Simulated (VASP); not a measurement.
## TiCo: relaxation of cell and atoms with PBE

Crystal: TiCo.

```xyz
2
Lattice="2.9953 0.0000 0.0000 0.0000 2.9953 0.0000 0.0000 0.0000 2.9953" Properties=species:S:1:pos:R:3 pbc="T T T"
Ti    0.0000    0.0000    0.0000
Co    1.4977    1.4977    1.4977
```

```json
{
  "Program": "VASP 6.6.1",
  "Task": "relaxation of cell and atoms",
  "Functional": "PBE",
  "Potentials or basis": "VASP PAW PBE potentials, release 64 (Ti_sv, Co)",
  "Cutoff": "600 eV",
  "k mesh": "14 × 14 × 14",
  "Occupations": "gaussian, width 0.1 eV",
  "Spin": "collinear spin, ferromagnetic start",
  "Starting moments": "[0.0, 1.09] μB",
  "Target pressure": "-1 GPa",
  "Dipole correction": "no",
  "Further INCAR settings": "ALGO = Fast; EDIFF = 1e-06; IBRION = 2; EDIFFG = -0.008; NSW = 70; ISIF = 3"
}
```

```
Relaxed volume                                             : 13.34 Å³/atom
Relaxed cell                                               : a = 2.988 Å, b = 2.988 Å, c = 2.988 Å, α = 90.00°, β = 90.00°, γ = 90.00°
Space group after relaxing (to 0.1 Å)                      : Pm-3m (No. 221)
Energy change on relaxing (the run minimises the enthalpy) : -0.9 meV/atom
Ionic steps                                                : 3
Pressure after relaxing                                    : -1.0 GPa
Net moment                                                 : 0.88 μB per cell
Site moments                                               : Ti -0.03; Co +0.96 μB
Valence electrons inside the program's atomic spheres      : Ti 10.28; Co 8.28
```

The path:
| step | energy change (eV) | largest force (eV/Å) | pressure (GPa) | volume (Å³) |
| --- | --- | --- | --- | --- |
| 1 | 0.0000 | 0.0000 | -2.09 | 26.87 |
| 2 | -0.0023 | 0.0000 | 0.04 | 26.52 |
| 3 | -0.0018 | 0.0000 | -0.98 | 26.68 |

Final structure:
```xyz
2
Lattice="2.9882 0.0000 0.0000 0.0000 2.9882 0.0000 0.0000 0.0000 2.9882" Properties=species:S:1:pos:R:3 pbc="T T T"
Ti    0.0000    0.0000    0.0000
Co    1.4941    1.4941    1.4941
```

Levels at points of the mesh, in eV from the Fermi level:
Spin up:
```tsv
k point	band 7	band 8	band 9	band 10	band 11	band 12	band 13	band 14	band 15
(0.00, 0.00, 0.00)	-4.17	-1.87	-1.87	-1.87	0.48	0.48	2.67	2.67	2.67
(0.50, 0.00, 0.00)	-3.10	-1.99	-1.99	-1.52	-0.68	-0.62	0.68	0.68	2.24
(0.50, 0.50, 0.00)	-2.72	-2.72	-1.52	-0.79	0.64	0.64	1.11	2.44	2.44
(0.50, 0.50, 0.50)	-2.79	-2.06	-2.06	-2.06	-1.50	-1.50	3.20	3.20	6.90
```
Spin down:
```csv
k point,band 6,band 7,band 8,band 9,band 10,band 11,band 12,band 13,band 14,band 15
"(0.00, 0.00, 0.00)",-3.48,-3.48,-1.31,-1.31,-1.31,1.04,1.04,2.77,2.77,2.77
"(0.50, 0.00, 0.00)",-3.80,-1.83,-1.39,-1.39,-0.88,-0.79,0.61,0.68,0.68,2.25
"(0.50, 0.50, 0.00)",-3.67,-2.27,-2.27,0.02,0.32,0.61,0.61,1.27,2.63,2.63
"(0.50, 0.50, 0.50)",-2.30,-2.30,-2.07,-2.07,-2.07,0.05,0.05,3.13,3.13,7.20
```

Run time: 2.3 min on 1 thread of Intel(R) Xeon(R) 6975P-C (Granite Rapids), with other jobs on the host, peak memory 0.23 GiB.

Caveat: the cell is relaxed towards a set pressure, so the run minimises the enthalpy, not the energy.
